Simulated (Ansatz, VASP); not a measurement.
One calculation of SiC, two programs

INCAR

```
  PREC = Accurate
  ENCUT = 520
  EDIFF = 1E-6
  ISMEAR = 0
  SIGMA = 0.05
  LREAL = F
  LASPH = T
  NELM = 60
  ALGO = Normal
  ISIF = 2
  LWAVE = F
  LCHARG = F
  GGA = PE
  NBANDS = 26
```

The input KPOINTS:

```
regular mesh
0
Gamma
  12 12 4
```

File POSCAR:

```
SiC
1.0
    3.0941201807      0.0000000000      0.0000000000
   -1.5470600903      2.6795866789      0.0000000000
    0.0000000000      0.0000000000     10.1293391985
Si C
4 4
Direct
    0.6666666667      0.3333333333      0.9378441878
    0.3333333333      0.6666666667      0.4378441878
    0.1454371433      0.1454371433      0.6878995565
    0.0000000000      0.0000000000      0.1878995565
    0.6666666667      0.3333333333      0.7498074459
    0.3333333333      0.6666666667      0.2498074459
    0.0000000000      0.0000000000      0.5004478098
    0.0000000000      0.0000000000      0.0004478098
```

Input for Ansatz:

```yaml
crystal:
  lattice:
    - [3.0941201807, 0.0, 0.0]
    - [-1.5470600903, 2.6795866789, 0.0]
    - [0.0, 0.0, 10.1293391985]
  atoms:
    - { symbol: Si, position: [0.6666666667, 0.3333333333, 0.9378441878] }
    - { symbol: Si, position: [0.3333333333, 0.6666666667, 0.4378441878] }
    - { symbol: Si, position: [0.1454371433, 0.1454371433, 0.6878995565] }
    - { symbol: Si, position: [0.0, 0.0, 0.1878995565] }
    - { symbol: C, position: [0.6666666667, 0.3333333333, 0.7498074459] }
    - { symbol: C, position: [0.3333333333, 0.6666666667, 0.2498074459] }
    - { symbol: C, position: [0.0, 0.0, 0.5004478098] }
    - { symbol: C, position: [0.0, 0.0, 0.0004478098] }
basis:
  ecutwfc: 420
kpoints:
  mp_grid: { grid: [12, 12, 4] }
hamiltonian:
  xc: pbe
scf:
  occupations: { method: gaussian, width: 0.05 }
output:
  forces: true
  stress: true
  eigenvalues: true
```

Alike in both runs: task single point; functional PBE; k mesh 12 × 12 × 4; occupations gaussian, width 0.05 eV; no spin polarisation.

|  | VASP | Ansatz |
| --- | --- | --- |
| version | VASP 6.6.1 | Ansatz 0.2.0 |
| potentials or method | VASP PAW PBE potentials, release 64 (Si, C), cutoff 520 eV | scalar-relativistic, plane waves, PAW |
| valence electrons in the cell | 32 | 32 |

```tsv
	VASP	Ansatz	Ansatz less VASP
gap on the k mesh at the Fermi level (eV)	0.94	0.95	+0.010
least direct gap on the mesh (eV)	2.37	2.38	+0.007
pressure (GPa)	6.7	6.7	+0.09
traceless stress, the component that is largest in VASP (GPa)	9.05	9.08	+0.024
rms of the force components (eV/Å)	3.384	3.392	+0.0078
```

Atom by atom the forces differ by 0.009 eV/Å (rms over components).
